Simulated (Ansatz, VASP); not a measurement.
**TiO2: VASP beside Ansatz**

```xyz
6
Lattice="4.5940 0.0000 0.0000 0.0000 4.5940 0.0000 0.0000 0.0000 2.9294" Properties=species:S:1:pos:R:3 pbc="T T T"
Ti    0.0000    0.0000    0.0000
Ti    2.2970    2.2970    1.4647
O     1.4058    1.4058    0.0000
O     0.8912    3.7028    1.4647
O     3.1882    3.1882    0.0000
O     3.7028    0.8912    1.4647
```

Change from the starting cell: zz strain of -1 %.

Alike in both runs: task single point; functional PBE; k mesh 7 × 7 × 10; occupations fermi-dirac, width 0.05 eV; no spin polarisation.

|  | VASP | Ansatz |
| --- | --- | --- |
| version | VASP 6.6.1 | Ansatz 0.2.0 |
| potentials or method | VASP PAW PBE potentials, release 64 (Ti_sv, O), cutoff 520 eV | all-electron LAPW, scalar-relativistic |

Ansatz gave:

* gap on the k mesh at the Fermi level (eV): 1.97
* pressure (GPa): 8.5
* traceless stress, the component that is largest in VASP (GPa): 1.78
* rms of the force components (eV/Å): 0.143

Problem. What did VASP give for the same quantities?

Solution. gap on the k mesh at the Fermi level (eV): 1.96; pressure (GPa): 9.2; traceless stress, the component that is largest in VASP (GPa): 2.04; rms of the force components (eV/Å): 0.159.

Atom by atom the forces differ by 0.016 eV/Å (rms over components). Ansatz ran all-electron here, and VASP with PAW potentials.
